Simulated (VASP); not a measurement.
## Yb: single point with PBE

Yb:

```
Yb
1.0
     0.00000    2.41275    2.81567
     2.41275    0.00000    2.81567
     2.41275    2.41275    0.00000
Yb
1
Direct
  0.00000 0.00000 0.00000
```

This cell differs from its parent crystal: volume 32.782 Å^3 an atom, c/a of the conventional cell 1.1670.

```yaml
Program: VASP 6.6.1
Task: single point
Functional: PBE
Potentials_or_basis: VASP PAW PBE potentials, release 64 (Yb)
Cutoff: 520 eV
k_mesh: 16 × 16 × 16
Occupations: gaussian, width 0.15 eV
Spin: no spin polarisation
Dipole_correction: no
Further_INCAR_settings: ALGO = Fast; EDIFF = 1e-07; NBANDS = 18
```

The pressure is 1.8 GPa. The band gap on the k mesh is zero (band 12 reaches 1.98 eV, above the bottom of band 13 at 1.81 eV).

Stress tensor (GPa, compression positive):
```
 2.87  0.00  0.00
 0.00  2.87  0.00
 0.00  0.00 -0.23
```

Levels at points of the mesh, in eV from the Fermi level:
```csv
k point,band 10,band 11,band 12,band 13,band 14,band 15
"(0.00, 0.00, 0.00)",-0.31,-0.30,-0.30,2.18,3.53,3.53
"(0.50, 0.00, 0.00)",-0.34,-0.31,-0.30,0.67,2.00,3.51
"(0.50, 0.50, 0.00)",-0.38,-0.36,-0.36,0.26,1.25,7.29
"(0.50, 0.00, 0.50)",-0.33,-0.33,-0.32,-0.06,2.79,6.23
```

Wall time 8.9 min on 1 thread of Intel(R) Xeon(R) 6975P-C (Granite Rapids), with other jobs on the host, peak memory 0.36 GiB.

Caveat: spin-orbit coupling is left out, which moves the levels of the heavy elements. Spin polarisation is off, so any magnetic state and its effect on volume and gap are missing.
